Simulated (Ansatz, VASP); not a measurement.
## TePb in VASP and in Ansatz

POSCAR

```
TePb
1.0
    0.0000000000      3.6050791285      3.7098293913
    3.6050791285      0.0000000000      3.7098293913
    3.6050791285      3.6050791285      0.0000000000
Pb Te
1 1
Direct
    0.0000000000      0.0000000000      0.0000000000
    0.2500000000      0.2500000000      0.2500000000
```

The input INCAR.step1:

```
  PREC = Accurate
  ENCUT = 520
  ISMEAR = 0
  SIGMA = 0.01
  LREAL = F
  LASPH = T
  NELM = 60
  NBANDS = 17
  GGA = PE
  ALGO = Normal
  EDIFF = 1E-4
  LWAVE = T
  LCHARG = F
```

INCAR.step2

```
  PREC = Accurate
  ENCUT = 520
  EDIFF = 1E-6
  ISMEAR = 0
  SIGMA = 0.01
  LREAL = F
  LASPH = T
  NELM = 60
  ALGO = Normal
  ISIF = 2
  LWAVE = F
  LCHARG = F
  METAGGA = R2SCAN
  LMIXTAU = T
  NBANDS = 17
  ISTART = 1
```

KPOINTS

```
regular mesh
0
Gamma
  6 6 6
```

Input for Ansatz:

```yaml
crystal:
  lattice:
    - [0.0, 3.6050791285, 3.7098293913]
    - [3.6050791285, 0.0, 3.7098293913]
    - [3.6050791285, 3.6050791285, 0.0]
  atoms:
    - { symbol: Pb, position: [0.0, 0.0, 0.0] }
    - { symbol: Te, position: [0.25, 0.25, 0.25] }
kpoints:
  mp_grid: { grid: [6, 6, 6] }
  band_path:
    path:
      - [0.0, 0.0, 0.0]
      - [-0.5, -0.5, 0.0]
      - [-0.375, -0.375, 0.25]
      - [-0.375, 0.0, 0.375]
      - [0.0, 0.0, 0.5]
      - [-0.5, -0.25, 0.25]
      - [0.257812, -0.5, -0.242188]
      - [0.0, 0.5, 0.5]
    npoints: 1
hamiltonian:
  xc: r2scan
scf:
  occupations: { method: fixed }
  n_extra_bands: 4
output:
  forces: true
  stress: true
  eigenvalues: true
```

Change from the starting cell: epitaxial_xy strain -1.0%.

Alike in both runs: task single point; functional r2SCAN; k mesh 6 × 6 × 6; no spin polarisation.

```csv
,VASP,Ansatz
version,VASP 6.6.1,Ansatz 0.2.0
potentials or method,"VASP PAW PBE potentials, release 64 (Pb_d, Te)","plane waves, PAW"
plane-wave cutoff (eV),520,500
occupations,"gaussian, width 0.01 eV",fixed
valence electrons in the cell,20,30
```

|  | VASP | Ansatz | Ansatz less VASP |
| --- | --- | --- | --- |
| gap on the k mesh at the Fermi level (eV) | 0.82 | 0.82 | +0.003 |
| pressure (GPa) | 0.0 | 0.0 | +0.01 |

VASP's potentials were made for PBE, not for r2SCAN. VASP's potentials hold 20 valence electrons a cell and Ansatz's 30, so a difference there can come from the potentials and not from the codes.

Spin-orbit coupling is off throughout.
